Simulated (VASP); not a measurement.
# Ti in VASP: single point with PBE

Aim: the single point of Ti with PBE.

Program: VASP 6.6.1. These are calculated values, not measurements. Logs are shortened: lines on timing, memory, paths and dates and some standing lists are left out, and cuts for length are marked.

### 1 The cell of the first run

The cell holds a slab with vacuum, 4 atoms: a = 2.940 Å, b = 2.940 Å, c = 18.975 Å, α = 90.00°, β = 90.00°, γ = 120.00°.

### 2 Single point, PBE

Input file INCAR:

```
ALGO = Normal ; EDIFF = 1E-6
ENCUT = 400 ; GGA = PE
GGA_COMPAT = False ; ISIF = 2
ISMEAR = -1 ; LASPH = True
LCHARG = False ; LREAL = False
LWAVE = False ; NBANDS = 32
NELM = 120 ; NELMDL = -8
PREC = Accurate ; SIGMA = 0.1
```

Input file KPOINTS:

```
k-points
0
Gamma
  6 6 1
```

Input file POSCAR:

```
Ti
1.0
    2.9400000000      0.0000000000      0.0000000000
   -1.4700000000      2.5461146900      0.0000000000
    0.0000000000      0.0000000000     18.9750000000
Ti
4
Direct
    0.3333333333      0.6666666667      0.3162055336
    0.6666666667      0.3333333333      0.4387351779
    0.3333333333      0.6666666667      0.5612648221
    0.6666666667      0.3333333333      0.6837944664
```

Potentials or basis: VASP PAW PBE potentials, release 64 (Ti_sv).

Run with:

```sh
cat potpaw_PBE.64/Ti_sv/POTCAR > POTCAR
mpirun -np 1 vasp_std > vasp.out
```

OUTCAR:

```text
EDIFF = 1E-6
   ENCUT = 400
   GGA = PE
   ISIF = 2
   ISMEAR = -1
   LASPH = True
   LREAL = False
   NELM = 120
   NELMDL = -8
   PREC = Accurate

 ion  position               nearest neighbor table
   1  0.333  0.667  0.316-   2 2.88   2 2.88   2 2.88
   2  0.667  0.333  0.439-   3 2.88   3 2.88   3 2.88   1 2.88   1 2.88   1 2.88
   3  0.333  0.667  0.561-   2 2.88   2 2.88   2 2.88   4 2.88   4 2.88   4 2.88
   4  0.667  0.333  0.684-   3 2.88   3 2.88   3 2.88

  LATTYP: Found a hexagonal cell.
 ALAT       =     2.9400000000
 C/A-ratio  =     6.4540816327

  Lattice vectors:

 A1 = (   2.9400000000,   0.0000000000,   0.0000000000)
 A2 = (  -1.4700000000,   2.5461146900,   0.0000000000)
 A3 = (   0.0000000000,   0.0000000000,  18.9750000000)

Analysis of symmetry for initial positions (statically):
=====================================================================
 Subroutine PRICEL returns:
 Original cell was already a primitive cell.

 Routine SETGRP: Setting up the symmetry group for a
 hexagonal supercell.

 Subroutine GETGRP returns: Found 12 space group operations
 (whereof 12 operations were pure point group operations)
 out of a pool of 24 trial point group operations.

The static configuration has the point symmetry D_3d.

Analysis of symmetry for dynamics (positions and initial velocities):
=====================================================================
 Subroutine PRICEL returns:
 Original cell was already a primitive cell.

 Routine SETGRP: Setting up the symmetry group for a
 hexagonal supercell.

 Subroutine GETGRP returns: Found 12 space group operations
 (whereof 12 operations were pure point group operations)
 out of a pool of 24 trial point group operations.

The dynamic configuration has the point symmetry D_3d.

 Subroutine INISYM returns: Found 12 space group operations
 (whereof 12 operations are pure point group operations),
 and found     1 'primitive' translations

----------------------------------------------------------------------------------------

                                     Primitive cell

  volume of cell :     142.0388

  direct lattice vectors                    reciprocal lattice vectors
     2.940000000  0.000000000  0.000000000     0.340136054  0.196377642  0.000000000
    -1.470000000  2.546114690  0.000000000     0.000000000  0.392755285  0.000000000
     0.000000000  0.000000000 18.975000000     0.000000000  0.000000000  0.052700922

  length of vectors
     2.940000000  2.940000002 18.975000000     0.392755285  0.392755285  0.052700922

  position of ions in fractional coordinates (direct lattice)
     0.333333333  0.666666667  0.316205534
     0.666666667  0.333333333  0.438735178
     0.333333333  0.666666667  0.561264822
     0.666666667  0.333333333  0.683794466

  ion indices of the primitive-cell ions
   primitive index   ion index
                 1           1
                 2           2
                 3           3
                 4           4

----------------------------------------------------------------------------------------

 KPOINTS: k-points

Automatic generation of k-mesh.
 Grid dimensions read from file:
 generate k-points for:    6    6    1

 Generating k-lattice:

  Cartesian coordinates                     Fractional coordinates (reciprocal lattice)
     0.056689342  0.032729607  0.000000000     0.166666667  0.000000000  0.000000000
     0.000000000  0.065459214  0.000000000     0.000000000  0.166666667  0.000000000
     0.000000000  0.000000000  0.052700922     0.000000000  0.000000000  1.000000000

  Length of vectors
     0.065459214  0.065459214  0.052700922

  Shift w.r.t. Gamma in fractional coordinates (k-lattice)
     0.000000000  0.000000000  0.000000000

 Subroutine IBZKPT returns following result:
 ===========================================

 Found      7 irreducible k-points:

 Following reciprocal coordinates:
            Coordinates               Weight
  0.000000  0.000000  0.000000      1.000000
  0.166667 -0.000000  0.000000      6.000000
  0.333333  0.000000  0.000000      6.000000
  0.500000 -0.000000  0.000000      3.000000
  0.166667  0.166667  0.000000      6.000000
  0.333333  0.166667  0.000000     12.000000
  0.333333  0.333333  0.000000      2.000000
   k-points           NKPTS =      7   k-points in BZ     NKDIM =      7   number of bands    NBANDS=     32
   number of dos      NEDOS =    301   number of ions     NIONS =      4
   total plane-waves  NPLWV =  50400
   dimension x,y,z NGX =    20 NGY =   20 NGZ =  126
   dimension x,y,z NGXF=    40 NGYF=   40 NGZF=  252
   ions per type =               4
   NGX,Y,Z   is equivalent  to a cutoff of  11.31, 11.31, 11.04 a.u.
   NGXF,Y,Z  is equivalent  to a cutoff of  22.62, 22.62, 22.08 a.u.
 SYSTEM =  unknown system
   PREC   = accura    normal or accurate (medium, high low for compatibility)
   ISTART =      0    job   : 0-new  1-cont  2-samecut
   ICHARG =      2    charge: 1-file 2-atom 10-const
   ISPIN  =      1    spin polarized calculation?
   LNONCOLLINEAR =      F non collinear calculations
   LSORBIT =      F    spin-orbit coupling
   LASPH  =      T    aspherical Exc in radial PAW
   ENCUT  =  400.0 eV  29.40 Ry    5.42 a.u.   4.79  4.79 30.94*2*pi/ulx,y,z
   NELM   =    120;   NELMIN=  2; NELMDL= -8     # of ELM steps
   EDIFF  = 0.1E-05   stopping-criterion for ELM
   LREAL  =      F    real-space projection
   EDIFFG = 0.1E-04   stopping-criterion for IOM
   NSW    =      0    number of steps for IOM
   IBRION =     -1    ionic relax: 0-MD 1-quasi-New 2-CG
   NFREE  =      0    steps in history (QN), initial steepest desc. (CG)
   ISIF   =      2    stress and relaxation
   ISYM   =      2    0-nonsym 1-usesym 2-fastsym
   POTIM  = 0.5000    time-step for ionic-motion
   TEBEG  =    0.0;   TEEND  =   0.0 temperature during run
   PSTRESS=    0.0 pullay stress
   NELECT =      48.0000    total number of electrons
   NUPDOWN=      -1.0000    fix difference up-down
   EMIN   =  10.00;   EMAX   =-10.00  energy-range for DOS
   EFERMI =   0.00;   METHOD = LEGACY
   ISMEAR =    -1;   SIGMA  =   0.10  broadening in eV -4-tet -1-fermi 0-gaus
   EFERMI_NEDOS =   21; number of points for ismear=-14 and -15
   IALGO  =     38    algorithm
   IMIX   =      4    mixing-type and parameters
     AMIX     =   0.40;   BMIX     =  1.00
     AMIX_MAG =   1.60;   BMIX_MAG =  1.00
  volume/ion in A,a.u.               =      35.51       239.63
  Fermi-wavevector in a.u.,A,eV,Ry     =   1.140301  2.154857 17.691474  1.300287
  Thomas-Fermi vector in A             =   2.277003
   LORBIT       =      0    0 simple, 1 ext, 2 COOP (PROOUT), +10 PAW based schemes
   GGA     = PE    functional components
   LHFCALC =     F    Hartree Fock is set to
   AEXX    =    0.0000 exact exchange contribution
   IVDW    =     0    specifies the selected vdW correction
   LEPSILON=     F    determine dielectric tensor
   LRPA    =     F    only Hartree local field effects (RPA)
 non-spin polarized calculation
  energy-cutoff  :      400.00
  volume of cell :      142.04
 maximum number of plane-waves:      2605
 NGX is ok and might be reduce to    20
   NGX =  9   NGY =  9   NGZ = 61

 number of electron      48.0000007 magnetization

 Free energy of the ion-electron system (eV)
  ---------------------------------------------------
  ext. energy  EPLUGINS =         0.00000000
  ---------------------------------------------------
  free energy    TOTEN  =       -29.48467764 eV

  energy without entropy =      -29.19918720  energy(sigma->0) =      -29.34193242

 E-fermi :   2.0058     XC(G=0):  -6.7107

 val. band max:        1.9961364807   @ k =   0.3333   0.0000   0.0000
 cond. band min:       2.0067877528   @ k =   0.3333   0.1667   0.0000
 fundamental gap:      0.0106512721
 Fermi energy:         2.0057654753

 k-point     1 :       0.0000    0.0000    0.0000
  band No.  band energies     occupation
      1     -54.9496      2.00000
      2     -54.9482      2.00000
      3     -54.7444      2.00000
      4     -54.6766      2.00000
      5     -31.4023      2.00000
      6     -31.3315      2.00000
[... 24 lines left out ...]
     31       2.8398      0.00048
     32       3.1295      0.00003

 k-point     2 :       0.1667   -0.0000    0.0000
  band No.  band energies     occupation
      1     -54.9305      2.00000
      2     -54.9295      2.00000
      3     -54.7237      2.00000
      4     -54.6638      2.00000
      5     -31.3617      2.00000
      6     -31.3138      2.00000
[... 24 lines left out ...]
     31       3.1885      0.00001
     32       3.2988      0.00000

 k-point     3 :       0.3333    0.0000    0.0000
  band No.  band energies     occupation
      1     -54.8927      2.00000
      2     -54.8923      2.00000
      3     -54.6802      2.00000
      4     -54.6409      2.00000
      5     -31.3110      2.00000
      6     -31.3005      2.00000
[... 24 lines left out ...]
     31       4.1053      0.00000
     32       4.1249      0.00000

 k-point     4 :       0.5000   -0.0000    0.0000
  band No.  band energies     occupation
      1     -54.8738      2.00000
      2     -54.8737      2.00000
      3     -54.6550      2.00000
      4     -54.6329      2.00000
      5     -31.3994      2.00000
      6     -31.3840      2.00000
[... 24 lines left out ...]
     31       4.2469      0.00000
     32       4.6410      0.00000

 k-point     5 :       0.1667    0.1667    0.0000
  band No.  band energies     occupation
      1     -54.9022      2.00000
      2     -54.9018      2.00000
      3     -54.6917      2.00000
      4     -54.6462      2.00000
      5     -31.3039      2.00000
      6     -31.2955      2.00000
[... 24 lines left out ...]
     31       3.5620      0.00000
     32       3.6505      0.00000

 k-point     6 :       0.3333    0.1667    0.0000
  band No.  band energies     occupation
      1     -54.8738      2.00000
      2     -54.8737      2.00000
      3     -54.6553      2.00000
      4     -54.6325      2.00000
      5     -31.3404      2.00000
      6     -31.3291      2.00000
[... 24 lines left out ...]
     31       3.9258      0.00000
     32       4.3352      0.00000

 k-point     7 :       0.3333    0.3333    0.0000
  band No.  band energies     occupation
      1     -54.8641      2.00000
      2     -54.8641      2.00000
      3     -54.6353      2.00000
      4     -54.6353      2.00000
      5     -31.2713      2.00000
      6     -31.2713      2.00000
[... 24 lines left out ...]
     31       3.8720      0.00000
     32       4.4831      0.00000

------------------------ aborting loop because EDIFF is reached ----------------------------------------

  FORCE on cell =-STRESS in cart. coord.  units (eV):
  Direction    XX          YY          ZZ          XY          YZ          ZX
  --------------------------------------------------------------------------------------
  -------------------------------------------------------------------------------------
  Total       -2.1464462     -2.1464462     -1.9118378      0.0000000     -0.0000000      0.0000000
  in kB      -24.2116012    -24.2116013    -21.5652524      0.0000000     -0.0000000      0.0000000
  external PRESSURE =     -23.3294850 kB  Pullay stress =       0.0000000 kB

 VOLUME and BASIS-vectors are now :
 -----------------------------------------------------------------------------
  energy-cutoff  :      400.00
  volume of cell :      142.04
      direct lattice vectors                 reciprocal lattice vectors
     2.940000000  0.000000000  0.000000000     0.340136054  0.196377642  0.000000000
    -1.470000000  2.546114690  0.000000000     0.000000000  0.392755285  0.000000000
     0.000000000  0.000000000 18.975000000     0.000000000  0.000000000  0.052700922

 POSITION                                       TOTAL-FORCE (eV/Angst)
 -----------------------------------------------------------------------------------
     -0.00000      1.69741      6.00000        -0.000000      0.000000      0.419016
      1.47000      0.84870      8.32500         0.000000      0.000000     -0.591127
     -0.00000      1.69741     10.65000        -0.000000      0.000000      0.591127
      1.47000      0.84870     12.97500         0.000000     -0.000000     -0.419016
 -----------------------------------------------------------------------------------
    total drift:                                0.000000     -0.000000     -0.000000

  FREE ENERGIE OF THE ION-ELECTRON SYSTEM (eV)
  ---------------------------------------------------
  free  energy   TOTEN  =       -29.4846776426 eV

  energy  without entropy=      -29.1991871956  energy(sigma->0) =      -29.34193242
```

Run time: 25 s. Hardware: 1 thread of Intel Xeon 6975P-C (Granite Rapids), shared host; peak memory 0.2 GiB.

What came out:

- Free energy: -29.4847 eV
- Largest force: 0.591 eV/Å
- Band gap on the k mesh: zero (bands 24 and 25 overlap by 0.90 eV)

Forces in eV/Å, atoms in the order of the input:
```
Ti   0.000  0.000  0.419
Ti   0.000  0.000 -0.591
Ti   0.000  0.000  0.591
Ti   0.000  0.000 -0.419
```

Levels at points of the mesh, in eV from the Fermi level:
| k point | band 22 | band 23 | band 24 | band 25 | band 26 | band 27 |
| --- | --- | --- | --- | --- | --- | --- |
| (0.00, 0.00, 0.00) | -0.01 | 0.33 | 0.59 | 0.69 | 0.69 | 0.74 |
| (0.50, 0.00, 0.00) | -1.02 | -0.80 | 0.07 | 0.47 | 0.75 | 1.07 |

Caveat: the k points lie up to 0.41 Å⁻¹ apart, too coarse for converged energies and pressures of a metal.
